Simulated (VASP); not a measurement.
# Be (P6_3/mmc) in VASP: notebook

Be is run at these levels: PBE; tasks: single point, relaxation of cell and atoms.

Everything below comes from runs of VASP 6.6.1. Logs are shortened: lines on timing, memory, paths and dates and some standing lists are left out, and cuts for length are marked.

## 1. The cell of the first run

Symmetry: P6_3/mmc, No. 194, hexagonal system. Conventional cell: a = 2.263 Å, b = 2.263 Å, c = 3.567 Å, α = 90.00°, β = 90.00°, γ = 120.00°. Be (site symmetry -6m2) has 12 Be at 2.21 to 2.26 Å within 2.9 Å.

## 2. Single point, PBE

Input file INCAR:

```
SYSTEM = Be
PREC     = Accurate       ! precision mode
ENCUT    = 600            ! plane-wave cutoff, eV
EDIFF    = 1E-6           ! SCF threshold, eV
ISMEAR   = 0              ! smearing method
SIGMA    = 0.1            ! smearing width, eV
LREAL    = .False.        ! projectors in reciprocal space
LASPH    = .True.         ! aspherical terms in the spheres
NELM     = 120            ! most SCF steps
ALGO     = Normal         ! electronic algorithm
ISIF     = 2              ! what is computed and relaxed
LWAVE    = .False.        ! write WAVECAR
LCHARG   = .True.         ! write CHGCAR
GGA      = PE             ! functional
LELF     = .True.         ! ELF
LVHAR    = .True.       
NBANDS   = 9              ! bands
GGA_COMPAT= .False.
```

Input file KPOINTS:

```
Automatic mesh
0
Gamma
  21 21 12
  0 0 0
```

Input file POSCAR:

```
Be
1.0
    2.2626474022      0.0000000000      0.0000000000
   -1.1313237011      1.9595101301      0.0000000000
    0.0000000000      0.0000000000      3.5666391082
Be
2
Direct
    0.3333333333      0.6666666667      0.2500000000
    0.6666666667      0.3333333333      0.7500000000
```

Potentials or basis: VASP PAW PBE potentials, release 64 (Be).

Run with:

```console
cat potpaw_PBE.64/Be/POTCAR > POTCAR
mpirun -np 1 vasp_std > vasp.out
```

OUTCAR:

```text
SYSTEM = Be
   PREC = Accurate
   ENCUT = 600
   EDIFF = 1E-6
   ISMEAR = 0
   LREAL = .False.
   LASPH = .True.
   NELM = 120
   ISIF = 2
   GGA = PE

 ion  position               nearest neighbor table
   1  0.333  0.667  0.250-   2 2.21   2 2.21   2 2.21   2 2.21   2 2.21   2 2.21
   2  0.667  0.333  0.750-   1 2.21   1 2.21   1 2.21   1 2.21   1 2.21   1 2.21

  LATTYP: Found a hexagonal cell.
 ALAT       =     2.2626474022
 C/A-ratio  =     1.5763123785

  Lattice vectors:

 A1 = (   2.2626474022,   0.0000000000,   0.0000000000)
 A2 = (  -1.1313237011,   1.9595101301,   0.0000000000)
 A3 = (   0.0000000000,   0.0000000000,   3.5666391082)

Analysis of symmetry for initial positions (statically):
=====================================================================
 Subroutine PRICEL returns:
 Original cell was already a primitive cell.

 Routine SETGRP: Setting up the symmetry group for a
 hexagonal supercell.

 Subroutine GETGRP returns: Found 24 space group operations
 (whereof 12 operations were pure point group operations)
 out of a pool of 24 trial point group operations.

The static configuration has the point symmetry D_3d.
 The point group associated with its full space group is D_6h.

Analysis of symmetry for dynamics (positions and initial velocities):
=====================================================================
 Subroutine PRICEL returns:
 Original cell was already a primitive cell.

 Routine SETGRP: Setting up the symmetry group for a
 hexagonal supercell.

 Subroutine GETGRP returns: Found 24 space group operations
 (whereof 12 operations were pure point group operations)
 out of a pool of 24 trial point group operations.

The dynamic configuration has the point symmetry D_3d.
 The point group associated with its full space group is D_6h.

 Subroutine INISYM returns: Found 24 space group operations
 (whereof 12 operations are pure point group operations),
 and found     1 'primitive' translations

----------------------------------------------------------------------------------------

                                     Primitive cell

  volume of cell :      15.8133

  direct lattice vectors                    reciprocal lattice vectors
     2.262647402  0.000000000  0.000000000     0.441960157  0.255165815  0.000000000
    -1.131323701  1.959510130  0.000000000     0.000000000  0.510331631  0.000000000
     0.000000000  0.000000000  3.566639108     0.000000000  0.000000000  0.280375998

[... 88 lines left out ...]
   NFREE  =      0    steps in history (QN), initial steepest desc. (CG)
   ISIF   =      2    stress and relaxation
   ISYM   =      2    0-nonsym 1-usesym 2-fastsym
   POTIM  = 0.5000    time-step for ionic-motion
   TEBEG  =    0.0;   TEEND  =   0.0 temperature during run
   PSTRESS=    0.0 pullay stress
   NELECT =       4.0000    total number of electrons
   NUPDOWN=      -1.0000    fix difference up-down
   EMIN   =  10.00;   EMAX   =-10.00  energy-range for DOS
   EFERMI =   0.00;   METHOD = LEGACY
   ISMEAR =     0;   SIGMA  =   0.10  broadening in eV -4-tet -1-fermi 0-gaus
   EFERMI_NEDOS =   21; number of points for ismear=-14 and -15
   IALGO  =     38    algorithm
   IMIX   =      4    mixing-type and parameters
     AMIX     =   0.40;   BMIX     =  1.00
     AMIX_MAG =   1.60;   BMIX_MAG =  1.00
  volume/ion in A,a.u.               =       7.91        53.36
  Fermi-wavevector in a.u.,A,eV,Ry     =   1.035349  1.956527 14.584746  1.071949
  Thomas-Fermi vector in A             =   2.169688
   LORBIT       =      0    0 simple, 1 ext, 2 COOP (PROOUT), +10 PAW based schemes
   GGA     = PE    functional components
   LHFCALC =     F    Hartree Fock is set to
   AEXX    =    0.0000 exact exchange contribution
   IVDW    =     0    specifies the selected vdW correction
   LEPSILON=     F    determine dielectric tensor
   LRPA    =     F    only Hartree local field effects (RPA)
 non-spin polarized calculation
 Gauss-broadening in eV      SIGMA  =   0.10
  energy-cutoff  :      600.00
  volume of cell :       15.81
 maximum number of plane-waves:       546
 NGX is ok and might be reduce to    18
   NGX =  9   NGY =  9   NGZ = 15

 number of electron       4.0000000 magnetization

 Free energy of the ion-electron system (eV)
  ---------------------------------------------------
  ext. energy  EPLUGINS =         0.00000000
  ---------------------------------------------------
  free energy    TOTEN  =        -7.53056341 eV

  energy without entropy =       -7.52902515  energy(sigma->0) =       -7.52979428

 E-fermi :   7.0664     XC(G=0): -10.6054

 val. band max:        7.0279277898   @ k =   0.2857   0.2381   0.0833
 cond. band min:       7.0684505451   @ k =   0.3333   0.2857   0.3333
 fundamental gap:      0.0405227552
 Fermi energy:         7.0663595829

 k-point     1 :       0.0000    0.0000    0.0000
  band No.  band energies     occupation
      1      -4.3265      2.00000
      2       2.5739      2.00000
      3       8.1178      0.00000
      4      23.0415      0.00000
      5      23.0415      0.00000
      6      25.8825      0.00000
      7      25.8825      0.00000
      8      27.9238      0.00000
      9      34.1450      0.00000
[... 265 lines left out ...]
 k-point    24 :       0.1905    0.0952    0.0000
  band No.  band energies     occupation
      1      -2.4952      2.00000
      2       4.9551      2.00000
      3       8.4326      0.00000
      4      15.2462      0.00000
      5      17.5297      0.00000
      6      23.3095      0.00000
      7      24.0339      0.00000
      8      25.0336      0.00000
      9      28.8312      0.00000

 [... further k-points ...]

------------------------ aborting loop because EDIFF is reached ----------------------------------------

  FORCE on cell =-STRESS in cart. coord.  units (eV):
  Direction    XX          YY          ZZ          XY          YZ          ZX
  --------------------------------------------------------------------------------------
  -------------------------------------------------------------------------------------
  Total        0.0143853      0.0143853      0.0187785      0.0000000     -0.0000000      0.0000000
  in kB        1.4574865      1.4574865      1.9026030      0.0000000     -0.0000000      0.0000000
  external PRESSURE =       1.6058587 kB  Pullay stress =       0.0000000 kB

 VOLUME and BASIS-vectors are now :
 -----------------------------------------------------------------------------
  energy-cutoff  :      600.00
  volume of cell :       15.81
      direct lattice vectors                 reciprocal lattice vectors
     2.262647402  0.000000000  0.000000000     0.441960157  0.255165815  0.000000000
    -1.131323701  1.959510130  0.000000000     0.000000000  0.510331631  0.000000000
     0.000000000  0.000000000  3.566639108     0.000000000  0.000000000  0.280375998

 POSITION                                       TOTAL-FORCE (eV/Angst)
 -----------------------------------------------------------------------------------
     -0.00000      1.30634      0.89166        -0.000000      0.000000      0.000000
      1.13132      0.65317      2.67498         0.000000     -0.000000      0.000000
 -----------------------------------------------------------------------------------
    total drift:                                0.000000     -0.000000      0.000000

  FREE ENERGIE OF THE ION-ELECTRON SYSTEM (eV)
  ---------------------------------------------------
  free  energy   TOTEN  =        -7.5305634148 eV

  energy  without entropy=       -7.5290251498  energy(sigma->0) =       -7.52979428
```

Run time: 37 s. Hardware: 1 thread of Intel Xeon 8259CL, shared host; peak memory 0.16 GiB.

What came out:

| Item | Value |
| --- | --- |
| Free energy | -7.5306 eV |
| Pressure | 0.2 GPa |
| Band gap on the k mesh | zero (bands 2 and 3 overlap by 2.09 eV) |

Levels at points of the mesh, in eV from the Fermi level:
| k point | band 1 | band 2 | band 3 | band 4 | band 5 | band 6 | band 7 |
| --- | --- | --- | --- | --- | --- | --- | --- |
| (0.00, 0.00, 0.00) | -11.39 | -4.49 | 1.05 | 15.98 | 15.98 | 18.82 | 18.82 |
| (0.00, 0.00, 0.50) | -9.23 | -9.23 | 10.64 | 10.64 | 17.62 | 17.62 | 17.62 |

## 3. Relaxation of cell and atoms, PBE

This run uses another cell than the first one, of 7.43 Å³/atom.

Input file INCAR:

```
SYSTEM = Be
ALGO = Normal
EDIFF = 1E-7
EDIFFG = -0.005
ENCUT = 600
GGA = PE
GGA_COMPAT = .FALSE.
IBRION = 2
ISIF = 3
ISMEAR = 0
LASPH = .TRUE.
LCHARG = .FALSE.
LREAL = .FALSE.
LWAVE = .FALSE.
NELM = 120
NELMIN = 4
NSW = 70
PREC = Accurate
SIGMA = 0.1
```

Input file KPOINTS:

```
k-points
0
G
  21 21 12
  0 0 0
```

Input file POSCAR:

```
Be
1.0
    2.2142215394      0.0000000000      0.0000000000
   -1.1071107697      1.9175721027      0.0000000000
    0.0000000000      0.0000000000      3.5000027207
Be
2
Direct
    0.3333333333      0.6666666667      0.2500000000
    0.6666666667      0.3333333333      0.7500000000
```

Potentials or basis: VASP PAW PBE potentials, release 64 (Be).

Run with:

```console
cat potpaw_PBE.64/Be/POTCAR > POTCAR
mpirun -np 1 vasp_std > vasp.out
```

OUTCAR:

```text
SYSTEM = Be
   EDIFF = 1E-7
   EDIFFG = -0.005
   ENCUT = 600
   GGA = PE
   IBRION = 2
   ISIF = 3
   ISMEAR = 0
   LASPH = .TRUE.
   LREAL = .FALSE.
   NELM = 120
   NELMIN = 4
   NSW = 70
   PREC = Accurate

 ion  position               nearest neighbor table
   1  0.333  0.667  0.250-   2 2.17   2 2.17   2 2.17   2 2.17   2 2.17   2 2.17
   2  0.667  0.333  0.750-   1 2.17   1 2.17   1 2.17   1 2.17   1 2.17   1 2.17

  LATTYP: Found a hexagonal cell.
 ALAT       =     2.2142215394
 C/A-ratio  =     1.5806922019

  Lattice vectors:

 A1 = (   2.2142215394,   0.0000000000,   0.0000000000)
 A2 = (  -1.1071107697,   1.9175721027,   0.0000000000)
 A3 = (   0.0000000000,   0.0000000000,   3.5000027207)

Analysis of symmetry for initial positions (statically):
=====================================================================
 Subroutine PRICEL returns:
 Original cell was already a primitive cell.

 Routine SETGRP: Setting up the symmetry group for a
 hexagonal supercell.

 Subroutine GETGRP returns: Found 24 space group operations
[... 176 lines left out ...]
  -------------------------------------------------------------------------------------
  Total        0.8012050      0.8012050      0.8044418      0.0000000      0.0000000      0.0000000
  in kB       86.3799718     86.3799718     86.7289391      0.0000000      0.0000000      0.0000000
  external PRESSURE =      86.4962942 kB  Pullay stress =       0.0000000 kB
[... 203 lines left out ...]
--------------------------------------- Ionic step        7  -------------------------------------------

 number of electron       4.0000000 magnetization

 Free energy of the ion-electron system (eV)
  ---------------------------------------------------
  ext. energy  EPLUGINS =         0.00000000
  ---------------------------------------------------
  free energy    TOTEN  =        -7.53056335 eV

  energy without entropy =       -7.52902381  energy(sigma->0) =       -7.52979358

 E-fermi :   7.0567     XC(G=0): -10.6013

 val. band max:        7.0182328275   @ k =   0.2857   0.2381   0.0833
 cond. band min:       7.0592007222   @ k =   0.3333   0.2857   0.3333
 fundamental gap:      0.0409678947
 Fermi energy:         7.0567046377

 k-point     1 :       0.0000    0.0000    0.0000
  band No.  band energies     occupation
      1      -4.3298      2.00000
      2       2.5675      2.00000
      3       8.1023      0.00000
      4      23.0173      0.00000
      5      23.0173      0.00000
      6      25.8554      0.00000
[... 199 lines left out ...]
 k-point    24 :       0.1905    0.0952    0.0000
  band No.  band energies     occupation
      1      -2.4992      2.00000
      2       4.9468      2.00000
      3       8.4194      0.00000
      4      15.2285      0.00000
      5      17.5094      0.00000
      6      23.2847      0.00000

 [... further k-points ...]

------------------------ aborting loop because EDIFF is reached ----------------------------------------

  FORCE on cell =-STRESS in cart. coord.  units (eV):
  Direction    XX          YY          ZZ          XY          YZ          ZX
  --------------------------------------------------------------------------------------
  -------------------------------------------------------------------------------------
  Total        0.0009125      0.0009125      0.0007504      0.0000000     -0.0000000      0.0000000
  in kB        0.0923332      0.0923332      0.0759398      0.0000000     -0.0000000      0.0000000
  external PRESSURE =       0.0868687 kB  Pullay stress =       0.0000000 kB
[... 17 lines left out ...]
  FREE ENERGIE OF THE ION-ELECTRON SYSTEM (eV)
  ---------------------------------------------------
  free  energy   TOTEN  =        -7.5305633534 eV

  energy  without entropy=       -7.5290238108  energy(sigma->0) =       -7.52979358

 reached required accuracy - stopping structural energy minimisation
```

OSZICAR:

```text
N       E                     dE             d eps       ncg     rms          rms(c)
DAV:   1    -0.153757350727E+01   -0.15376E+01   -0.19832E+03  4050   0.621E+02
DAV:   2    -0.754712284404E+01   -0.60095E+01   -0.56490E+01  6288   0.745E+01
DAV:   3    -0.758165781553E+01   -0.34535E-01   -0.34115E-01  5238   0.510E+00
[... 39 lines left out ...]
   6 F= -.75305576E+01 E0= -.75297886E+01  d E =-.906474E-04
       N       E                     dE             d eps       ncg     rms          rms(c)
DAV:   1    -0.753056426981E+01   -0.67018E-05   -0.24198E-05  4302   0.646E-02    0.199E-03
DAV:   2    -0.753056389437E+01    0.37544E-06   -0.40315E-08  6396   0.250E-03    0.126E-03
DAV:   3    -0.753056334007E+01    0.55430E-06   -0.27628E-08  2436   0.314E-03    0.524E-05
DAV:   4    -0.753056335342E+01   -0.13347E-07   -0.41835E-10  2070   0.360E-04
   7 F= -.75305634E+01 E0= -.75297936E+01  d E =-.578655E-05
```

CONTCAR:

```text
Be
   1.00000000000000
     2.2635284000069564    0.0000000000000000    0.0000000000000000
    -1.1317642000034782    1.9602730965646677   -0.0000000000000000
     0.0000000000000000    0.0000000000000000    3.5682850407988926
  Be
     2
Direct
     0.3333333332999970    0.6666666667000030    0.2500000000000000
     0.6666666667000030    0.3333333332999970    0.7500000000000000

  0.00000000E+00  0.00000000E+00  0.00000000E+00
  0.00000000E+00  0.00000000E+00  0.00000000E+00
```

It took 86 s on 1 thread of Intel Xeon 8259CL, shared host; peak memory 0.15 GiB.

What came out:

```yaml
Free_energy: -7.5306 eV
Relaxed_volume: 7.92 Å³/atom
Relaxed_cell: a = 2.264 Å, b = 2.264 Å, c = 3.568 Å, α = 90.00°, β = 90.00°, γ = 120.00°
Space_group_after_relaxing_to_0.1_Å: P6_3/mmc (No. 194)
Energy_gained_by_relaxing: 12.5 meV/atom
Ionic_steps: 7
Pressure_after_relaxing: 0.0 GPa
Band_gap_on_the_k_mesh: zero (bands 2 and 3 overlap by 2.08 eV)
```

Step by step:
```csv
step,energy change (eV),largest force (eV/Å),pressure (GPa),volume (Å³)
1,0.0000,0.0000,8.65,14.86
2,-0.0248,0.0000,0.71,15.74
3,-0.0250,0.0000,-0.03,15.83
4,-0.0249,0.0000,0.13,15.81
5,-0.0250,0.0000,0.13,15.82
6,-0.0250,0.0000,0.13,15.82
7,-0.0250,0.0000,0.01,15.83
```

Final structure:
```yaml
crystal:
  lattice:
    - [2.26353, 0.00000, 0.00000]
    - [-1.13176, 1.96027, 0.00000]
    - [0.00000, 0.00000, 3.56829]
  atoms:
    - { symbol: Be, position: [0.33333, 0.66667, 0.25000] }
    - { symbol: Be, position: [0.66667, 0.33333, 0.75000] }
```

Levels at points of the mesh, in eV from the Fermi level:
| k point | band 1 | band 2 | band 3 | band 4 | band 5 | band 6 |
| --- | --- | --- | --- | --- | --- | --- |
| (0.00, 0.00, 0.00) | -11.39 | -4.49 | 1.05 | 15.96 | 15.96 | 18.80 |
| (0.00, 0.00, 0.50) | -9.23 | -9.23 | 10.62 | 10.62 | 17.60 | 17.60 |
